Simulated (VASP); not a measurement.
Wanted: the native input for a VASP 6.6.1 run.

| Item | Value |
| --- | --- |
| Task | single point |
| Functional | r2SCAN |
| Potentials or basis | VASP PAW PBE potentials, release 64 (Zn, O_h) |
| Cutoff | 910 eV |
| k mesh | 12 × 12 × 12 |
| Occupations | gaussian, width 0.02 eV |
| Spin | no spin polarisation |
| Dipole correction | no |
| Second run | hard_potentials |
| Further INCAR settings | ALGO = Normal; EDIFF = 1e-06; NBANDS = 16 |

Crystal: ZnO.

```xyz
2
Lattice="0.0000 2.1756 2.1756 2.1756 0.0000 2.1756 2.1756 2.1756 0.0000" Properties=species:S:1:pos:R:3 pbc="T T T"
Zn    0.0000    0.0000    0.0000
O     2.1756    2.1756    2.1756
```

This cell differs from its parent crystal: volume scaled by 1.06.

One way to write it, as run:

POSCAR

```
ZnO
1.0
    0.0000000000      2.1756060798      2.1756060798
    2.1756060798      0.0000000000      2.1756060798
    2.1756060798      2.1756060798      0.0000000000
Zn O
1 1
Direct
    0.0000000000      0.0000000000      0.0000000000
    0.5000000000      0.5000000000      0.5000000000
```

INCAR.step1

```
SYSTEM = ZnO
PREC = Accurate
ENCUT = 910
ISMEAR = 0
SIGMA = 0.02
LREAL = .FALSE.
LASPH = .TRUE.
NELM = 120
NBANDS = 16
GGA = PE
ALGO = Normal
EDIFF = 1E-5
LWAVE = .TRUE.
LCHARG = .FALSE.
GGA_COMPAT = .FALSE.
```

INCAR.step2

```
SYSTEM = ZnO
PREC = Accurate
ENCUT = 910
EDIFF = 1E-6
ISMEAR = 0
SIGMA = 0.02
LREAL = .FALSE.
LASPH = .TRUE.
NELM = 120
ALGO = Normal
ISIF = 2
LWAVE = .FALSE.
LCHARG = .FALSE.
METAGGA = R2SCAN
LMIXTAU = .TRUE.
NBANDS = 16
ISTART = 1
GGA_COMPAT = .FALSE.
```

KPOINTS

```
Automatic mesh
0
G
  12 12 12
  0 0 0
```

Potentials or basis: VASP PAW PBE potentials, release 64 (Zn, O_h).

Launch:

```bash
$ cat potpaw_PBE.64/Zn/POTCAR potpaw_PBE.64/O_h/POTCAR > POTCAR
$ cp INCAR.step1 INCAR
$ mpirun -np 1 vasp_std > vasp.out
$ cp INCAR.step2 INCAR
$ mpirun -np 1 vasp_std > vasp.out
```

It gave:

The pressure is -9.0 GPa. The band gap on the k mesh is 1.27 eV, indirect (least direct gap 2.49 eV).

Caveat: the cutoff is under 1.25 times the usual one of these potentials, so pressure, stress and relaxed cells hold a basis-set (Pulay) error; the PAW data sets were made with another functional, which shifts forces and pressure a little.

It took 96 s on 1 thread of Intel(R) Xeon(R) 6975P-C (Granite Rapids), with other jobs on the host, peak memory 0.2 GiB.
